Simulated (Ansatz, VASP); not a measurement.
SiO2: VASP beside Ansatz

```xyz
6
Lattice="4.1754 0.0000 0.0000 0.0000 4.1754 0.0000 0.0000 0.0000 2.6679" Properties=species:S:1:pos:R:3 pbc="T T T"
Si    0.0000    0.0000    0.0000
Si    2.0877    2.0877    1.3339
O     1.2767    1.2767    0.0000
O     2.8986    2.8986    0.0000
O     0.8109    3.3644    1.3339
O     3.3644    0.8109    1.3339
```

Alike in both runs: functional r2SCAN; dispersion rVV10; k mesh 6 × 6 × 8; occupations gaussian, width 0.02 eV; no spin polarisation.

Ansatz relaxed the structure, and its values are those at the end. VASP's run is a single point on that final structure, the one shown.

|  | VASP | Ansatz |
| --- | --- | --- |
| version | VASP 6.6.1 | Ansatz 0.2.0 |
| potentials or method | VASP PAW PBE potentials, release 64 (Si, O), cutoff 660 eV | scalar-relativistic, plane waves, PAW |
| valence electrons in the cell | 32 | 32 |

```tsv
	VASP	Ansatz	Ansatz less VASP
gap on the k mesh at the Fermi level (eV)	6.56	6.57	+0.010
least direct gap on the mesh (eV)	6.56	6.57	+0.010
pressure (GPa)	0.1	0.0	-0.08
rms of the force components (eV/Å)	0.011	0.000	-0.0104
```

VASP's potentials were made for PBE, not for r2SCAN.
